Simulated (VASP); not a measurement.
# TiB2 (P6/mmm) in VASP: notebook

TiB2 is run at these levels: PBE+D3(BJ); tasks: single point, relaxation of cell and atoms.

Program: VASP 6.6.1. These are calculated values, not measurements. Logs are shortened: lines on timing, memory, paths and dates and some standing lists are left out, and cuts for length are marked.

## Step 1: The cell of the first run

Symmetry: P6/mmm, No. 191, hexagonal system. Conventional cell: a = 3.004 Å, b = 3.004 Å, c = 3.181 Å, α = 90.00°, β = 90.00°, γ = 120.00°. Within 3.2 Å of Ti (site symmetry 6/mmm) lie 12 B at 2.35 Å and 8 Ti at 3.00 to 3.18 Å. B (site symmetry -6m2) has 3 B at 1.73 Å and 6 Ti at 2.35 Å within 2.4 Å.

## Step 2: Single point, PBE+D3(BJ)

Input file INCAR:

```
PREC     = Accurate       # precision mode
ENCUT    = 520            # plane-wave cutoff, eV
EDIFF    = 1E-6           # SCF threshold, eV
ISMEAR   = 0              # smearing method
SIGMA    = 0.1            # smearing width, eV
LREAL    = F              # projectors in reciprocal space
LASPH    = T              # aspherical terms in the spheres
NELM     = 60             # most SCF steps
ALGO     = Normal         # electronic algorithm
ISIF     = 2              # what is computed and relaxed
LWAVE    = F              # write WAVECAR
LCHARG   = F              # write CHGCAR
GGA      = PE             # functional
IVDW     = 12             # dispersion correction
NBANDS   = 16             # bands
```

Input file KPOINTS:

```
Automatic mesh
0
Gamma
  15 15 14
```

Input file POSCAR:

```
TiB2
1.0
    3.0040330436      0.0000000000      0.0000000000
   -1.5020165218      2.6015689296      0.0000000000
    0.0000000000      0.0000000000      3.1809803462
Ti B
1 2
Direct
    0.0000000000      0.0000000000      0.0000000000
    0.3333333333      0.6666666667      0.5000000000
    0.6666666667      0.3333333333      0.5000000000
```

Potentials or basis: VASP PAW PBE potentials, release 64 (Ti_sv, B).

On the command line:

```
> cat potpaw_PBE.64/Ti_sv/POTCAR potpaw_PBE.64/B/POTCAR > POTCAR
> mpirun -np 1 vasp_std > vasp.out
```

OUTCAR:

```text
PREC = Accurate
   ENCUT = 520
   EDIFF = 1E-6
   ISMEAR = 0
   LREAL = F
   LASPH = T
   NELM = 60
   ISIF = 2
   GGA = PE
   IVDW = 12
 IVDW          = 12

 ion  position               nearest neighbor table
   1  0.000  0.000  0.000-   2 2.35   3 2.35   2 2.35   3 2.35   3 2.35   3 2.35   2 2.35   2 2.35
                             3 2.35   3 2.35   2 2.35   2 2.35
   2  0.333  0.667  0.500-   3 1.73   3 1.73   3 1.73   1 2.35   1 2.35   1 2.35   1 2.35   1 2.35
                             1 2.35
   3  0.667  0.333  0.500-   2 1.73   2 1.73   2 1.73   1 2.35   1 2.35   1 2.35   1 2.35   1 2.35
                             1 2.35

  LATTYP: Found a hexagonal cell.
 ALAT       =     3.0040330436
 C/A-ratio  =     1.0589032477

  Lattice vectors:

 A1 = (   3.0040330436,   0.0000000000,   0.0000000000)
 A2 = (  -1.5020165218,   2.6015689296,   0.0000000000)
 A3 = (   0.0000000000,   0.0000000000,   3.1809803462)

Analysis of symmetry for initial positions (statically):
=====================================================================
 Subroutine PRICEL returns:
 Original cell was already a primitive cell.

 Routine SETGRP: Setting up the symmetry group for a
 hexagonal supercell.

 Subroutine GETGRP returns: Found 24 space group operations
 (whereof 24 operations were pure point group operations)
 out of a pool of 24 trial point group operations.

The static configuration has the point symmetry D_6h.

Analysis of symmetry for dynamics (positions and initial velocities):
=====================================================================
 Subroutine PRICEL returns:
 Original cell was already a primitive cell.

 Routine SETGRP: Setting up the symmetry group for a
 hexagonal supercell.

 Subroutine GETGRP returns: Found 24 space group operations
 (whereof 24 operations were pure point group operations)
 out of a pool of 24 trial point group operations.

The dynamic configuration has the point symmetry D_6h.

 Subroutine INISYM returns: Found 24 space group operations
 (whereof 24 operations are pure point group operations),
 and found     1 'primitive' translations

----------------------------------------------------------------------------------------

                                     Primitive cell

  volume of cell :      24.8600

  direct lattice vectors                    reciprocal lattice vectors
     3.004033044  0.000000000  0.000000000     0.332885819  0.192191717  0.000000000
    -1.502016522  2.601568930  0.000000000     0.000000000  0.384383434  0.000000000
     0.000000000  0.000000000  3.180980346     0.000000000  0.000000000  0.314368494

  length of vectors
     3.004033044  3.004033044  3.180980346     0.384383434  0.384383434  0.314368494

  position of ions in fractional coordinates (direct lattice)
     0.000000000  0.000000000  0.000000000
     0.333333333  0.666666667  0.500000000
     0.666666667  0.333333333  0.500000000

  ion indices of the primitive-cell ions
   primitive index   ion index
                 1           1
                 2           2
                 3           3

----------------------------------------------------------------------------------------

 KPOINTS: Automatic mesh

Automatic generation of k-mesh.
 Grid dimensions read from file:
 generate k-points for:   15   15   14

 Generating k-lattice:

  Cartesian coordinates                     Fractional coordinates (reciprocal lattice)
     0.022192388  0.012812781  0.000000000     0.066666667  0.000000000  0.000000000
     0.000000000  0.025625562  0.000000000     0.000000000  0.066666667  0.000000000
     0.000000000  0.000000000  0.022454892     0.000000000  0.000000000  0.071428571

  Length of vectors
     0.025625562  0.025625562  0.022454892

  Shift w.r.t. Gamma in fractional coordinates (k-lattice)
     0.000000000  0.000000000  0.000000000

 Subroutine IBZKPT returns following result:
 ===========================================

 Found    216 irreducible k-points:

 Following reciprocal coordinates:
            Coordinates               Weight
  0.000000  0.000000  0.000000      1.000000
  0.066667  0.000000  0.000000      6.000000
  0.133333  0.000000  0.000000      6.000000
  0.200000 -0.000000  0.000000      6.000000
  0.266667  0.000000  0.000000      6.000000
  0.333333 -0.000000  0.000000      6.000000
[... 16 lines left out ...]
  0.333333  0.200000  0.000000     12.000000
  0.400000  0.200000  0.000000      6.000000
 [... further k-points ...]
   k-points           NKPTS =    216   k-points in BZ     NKDIM =    216   number of bands    NBANDS=     16
   number of dos      NEDOS =    301   number of ions     NIONS =      3
   total plane-waves  NPLWV =  13824
   dimension x,y,z NGX =    24 NGY =   24 NGZ =   24
   dimension x,y,z NGXF=    48 NGYF=   48 NGZF=   48
   ions per type =               1   2
   NGX,Y,Z   is equivalent  to a cutoff of  13.28, 13.28, 12.54 a.u.
   NGXF,Y,Z  is equivalent  to a cutoff of  26.56, 26.56, 25.09 a.u.
 SYSTEM =  unknown system
   PREC   = accura    normal or accurate (medium, high low for compatibility)
   ISTART =      0    job   : 0-new  1-cont  2-samecut
   ICHARG =      2    charge: 1-file 2-atom 10-const
   ISPIN  =      1    spin polarized calculation?
   LNONCOLLINEAR =      F non collinear calculations
   LSORBIT =      F    spin-orbit coupling
   LASPH  =      T    aspherical Exc in radial PAW
   ENCUT  =  520.0 eV  38.22 Ry    6.18 a.u.   5.59  5.59  5.91*2*pi/ulx,y,z
   NELM   =     60;   NELMIN=  2; NELMDL= -5     # of ELM steps
   EDIFF  = 0.1E-05   stopping-criterion for ELM
   LREAL  =      F    real-space projection
   EDIFFG = 0.1E-04   stopping-criterion for IOM
   NSW    =      0    number of steps for IOM
   IBRION =     -1    ionic relax: 0-MD 1-quasi-New 2-CG
   NFREE  =      0    steps in history (QN), initial steepest desc. (CG)
   ISIF   =      2    stress and relaxation
   ISYM   =      2    0-nonsym 1-usesym 2-fastsym
   POTIM  = 0.5000    time-step for ionic-motion
   TEBEG  =    0.0;   TEEND  =   0.0 temperature during run
   PSTRESS=    0.0 pullay stress
   NELECT =      18.0000    total number of electrons
   NUPDOWN=      -1.0000    fix difference up-down
   EMIN   =  10.00;   EMAX   =-10.00  energy-range for DOS
   EFERMI =   0.00;   METHOD = LEGACY
   ISMEAR =     0;   SIGMA  =   0.10  broadening in eV -4-tet -1-fermi 0-gaus
   EFERMI_NEDOS =   21; number of points for ismear=-14 and -15
   IALGO  =     38    algorithm
   IMIX   =      4    mixing-type and parameters
     AMIX     =   0.40;   BMIX     =  1.00
     AMIX_MAG =   1.60;   BMIX_MAG =  1.00
  volume/ion in A,a.u.               =       8.29        55.92
  Fermi-wavevector in a.u.,A,eV,Ry     =   1.470050  2.777991 29.402814  2.161046
  Thomas-Fermi vector in A             =   2.585353
   LORBIT       =      0    0 simple, 1 ext, 2 COOP (PROOUT), +10 PAW based schemes
   GGA     = PE    functional components
   LHFCALC =     F    Hartree Fock is set to
   AEXX    =    0.0000 exact exchange contribution
   IVDW    =    12    specifies the selected vdW correction
   LEPSILON=     F    determine dielectric tensor
   LRPA    =     F    only Hartree local field effects (RPA)
 non-spin polarized calculation
 Gauss-broadening in eV      SIGMA  =   0.10
  energy-cutoff  :      520.00
  volume of cell :       24.86
 maximum number of plane-waves:       696
 NGX is ok and might be reduce to    24
   NGX = 11   NGY = 11   NGZ = 11

 number of electron      17.9999998 magnetization

 Free energy of the ion-electron system (eV)
  ---------------------------------------------------
  ext. energy  EPLUGINS =         0.00000000
  ---------------------------------------------------
  free energy    TOTEN  =       -24.40788839 eV

  energy without entropy =      -24.40606913  energy(sigma->0) =      -24.40697876

 E-fermi :  10.3773     XC(G=0): -12.9225

 val. band max:       10.3760274067   @ k =   0.2000   0.2000   0.1429
 cond. band min:      10.3922812480   @ k =   0.0667   0.0667   0.2857
 fundamental gap:      0.0162538414
 Fermi energy:        10.3773007304

 k-point     1 :       0.0000    0.0000    0.0000
  band No.  band energies     occupation
      1     -46.5226      2.00000
      2     -22.8784      2.00000
      3     -22.5498      2.00000
      4     -22.5498      2.00000
      5      -3.3255      2.00000
      6       7.6357      2.00000
[... 8 lines left out ...]
     15      16.2034      0.00000
     16      17.4374      0.00000

 k-point     2 :       0.0667    0.0000    0.0000
  band No.  band energies     occupation
      1     -46.5200      2.00000
      2     -22.8751      2.00000
      3     -22.5697      2.00000
      4     -22.5543      2.00000
      5      -3.2379      2.00000
      6       7.3862      2.00000
[... 8 lines left out ...]
     15      16.7756      0.00000
     16      17.7102      0.00000

 k-point     3 :       0.1333    0.0000    0.0000
  band No.  band energies     occupation
      1     -46.5125      2.00000
      2     -22.8657      2.00000
      3     -22.6256      2.00000
      4     -22.5670      2.00000
      5      -2.9785      2.00000
      6       6.7113      2.00000
[... 8 lines left out ...]
     15      17.9913      0.00000
     16      18.5343      0.00000

 k-point     4 :       0.2000   -0.0000    0.0000
  band No.  band energies     occupation
      1     -46.5016      2.00000
      2     -22.8520      2.00000
      3     -22.7070      2.00000
      4     -22.5855      2.00000
      5      -2.5572      2.00000
      6       5.7735      2.00000
[... 8 lines left out ...]
     15      18.3851      0.00000
     16      19.4942      0.00000

 k-point     5 :       0.2667    0.0000    0.0000
  band No.  band energies     occupation
      1     -46.4889      2.00000
      2     -22.8361      2.00000
      3     -22.7994      2.00000
      4     -22.6068      2.00000
      5      -1.9881      2.00000
      6       4.7089      2.00000
[... 8 lines left out ...]
     15      17.8844      0.00000
     16      19.8739      0.00000

 k-point     6 :       0.3333   -0.0000    0.0000
  band No.  band energies     occupation
      1     -46.4768      2.00000
      2     -22.8865      2.00000
      3     -22.8209      2.00000
      4     -22.6270      2.00000
      5      -1.2878      2.00000
      6       3.6023      2.00000
[... 8 lines left out ...]
     15      18.0334      0.00000
     16      19.5941      0.00000
[... 267 lines left out ...]
 k-point    21 :       0.2000    0.2000    0.0000
  band No.  band energies     occupation
      1     -46.4739      2.00000
      2     -22.8668      2.00000
      3     -22.8173      2.00000
      4     -22.6738      2.00000
      5      -1.1280      2.00000
      6       4.0591      2.00000
[... 8 lines left out ...]
     15      19.1479      0.00000
     16      20.2628      0.00000

 k-point    22 :       0.2667    0.2000    0.0000
  band No.  band energies     occupation
      1     -46.4650      2.00000
      2     -22.9076      2.00000
      3     -22.8060      2.00000
      4     -22.7122      2.00000
      5      -0.3848      2.00000
      6       3.2839      2.00000
[... 8 lines left out ...]
     15      19.2496      0.00000
     16      20.5109      0.00000

 k-point    23 :       0.3333    0.2000    0.0000
  band No.  band energies     occupation
      1     -46.4589      2.00000
      2     -22.9331      2.00000
      3     -22.7985      2.00000
      4     -22.7403      2.00000
      5       0.4626      2.00000
      6       2.3562      2.00000
[... 8 lines left out ...]
     15      19.3440      0.00000
     16      20.5840      0.00000

 k-point    24 :       0.4000    0.2000    0.0000
  band No.  band energies     occupation
      1     -46.4567      2.00000
      2     -22.9417      2.00000
      3     -22.7958      2.00000
      4     -22.7506      2.00000
      5       1.3653      2.00000
      6       1.4143      2.00000
[... 8 lines left out ...]
     15      19.3998      0.00000
     16      20.6050      0.00000

 [... further k-points ...]

------------------------ aborting loop because EDIFF is reached ----------------------------------------

 Edisp (eV)   -1.29883

 E8    (eV) :    -0.5380

  FORCE on cell =-STRESS in cart. coord.  units (eV):
  Direction    XX          YY          ZZ          XY          YZ          ZX
  --------------------------------------------------------------------------------------
  -------------------------------------------------------------------------------------
  Total       0.03068     0.03068     0.03234     0.00000     0.00000     0.00000
  in kB       1.97751     1.97751     2.08395     0.00000     0.00000     0.00000
  external pressure =        2.01 kB  Pullay stress =        0.00 kB

 VOLUME and BASIS-vectors are now :
 -----------------------------------------------------------------------------
  energy-cutoff  :      520.00
  volume of cell :       24.86
      direct lattice vectors                 reciprocal lattice vectors
     3.004033044  0.000000000  0.000000000     0.332885819  0.192191717  0.000000000
    -1.502016522  2.601568930  0.000000000     0.000000000  0.384383434  0.000000000
     0.000000000  0.000000000  3.180980346     0.000000000  0.000000000  0.314368494

 POSITION                                       TOTAL-FORCE (eV/Angst)
 -----------------------------------------------------------------------------------
      0.00000      0.00000      0.00000         0.000000      0.000000      0.000000
     -0.00000      1.73438      1.59049         0.000000     -0.000000      0.000000
      1.50202      0.86719      1.59049        -0.000000      0.000000      0.000000
 -----------------------------------------------------------------------------------
    total drift:                               -0.000000      0.000000      0.000000

  FREE ENERGIE OF THE ION-ELECTRON SYSTEM (eV)
  ---------------------------------------------------
  free  energy   TOTEN  =       -25.7067153366 eV

  energy  without entropy=      -25.7048960743  energy(sigma->0) =      -25.70580571
```

It took 33 s on 1 thread of Intel Xeon Platinum 8488C (Sapphire Rapids), shared host; peak memory 0.22 GiB.

What came out:

```yaml
Free_energy: -25.7067 eV
Pressure: 0.2 GPa
Band_gap_on_the_k_mesh: zero (bands 9 and 10 overlap by 0.63 eV)
Dispersion_energy_per_atom: -0.433 eV
```

(Part 1 of 2 ends here.)
